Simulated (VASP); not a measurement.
Write the native input for VASP 6.6.1 that does the following.

- Task: single point
- Functional: PBE
- Potentials or basis: VASP PAW PBE potentials, release 64 (In_d, Se)
- Cutoff: 520 eV
- k mesh: 12 × 12 × 6
- Occupations: gaussian, width 0.15 eV
- Spin: no spin polarisation
- Dipole correction: no
- Further INCAR settings: ALGO = Normal; EDIFF = 1e-06; NBANDS = 34

The structure of InSe2 lies in POSCAR:

```
InSe2
1.0
    4.1983847344      0.0000000000      0.0000000000
    0.0000000000      4.1983847344      0.0000000000
    0.0000000000      0.0000000000      9.3432335618
In Se
2 4
Direct
    0.0000000000      0.5000000000      0.7035851637
    0.5000000000      0.0000000000      0.2964148363
    0.0000000000      0.5000000000      0.3657877574
    0.5000000000      0.0000000000      0.6342122426
    0.0000000000      0.0000000000      0.0000000000
    0.5000000000      0.5000000000      0.0000000000
```

This cell differs from its parent crystal: strain +0.080 along x and y, -0.040 along z.

The input as run:

INCAR

```
PREC = Accurate ; ENCUT = 520
EDIFF = 1E-6 ; ISMEAR = 0
SIGMA = 0.15 ; LREAL = False
LASPH = True ; NELM = 80
ALGO = Normal ; ISIF = 2
LWAVE = False ; LCHARG = False
GGA = PE ; NBANDS = 34
```

KPOINTS

```
regular mesh
0
Gamma
  12 12 6
```

Potentials or basis: VASP PAW PBE potentials, release 64 (In_d, Se).

The run is started by

```console
$ cat potpaw_PBE.64/In_d/POTCAR potpaw_PBE.64/Se/POTCAR > POTCAR
$ mpirun -np 1 vasp_std > vasp.out
```

Results of the run:

- Pressure: -6.4 GPa
- Largest force: 0.463 eV/Å
- Band gap on the k mesh: zero (band 25 reaches 4.06 eV, above the bottom of band 26 at 2.60 eV)

Caveat: the cell differs from its parent crystal (strain +0.080 along x and y, -0.040 along z); spin-orbit coupling is left out, which moves the levels of the heavy elements.

It took 12 min on 1 thread of Oxide Virtual Turin-like Processor (shared host), peak memory 0.58 GiB.
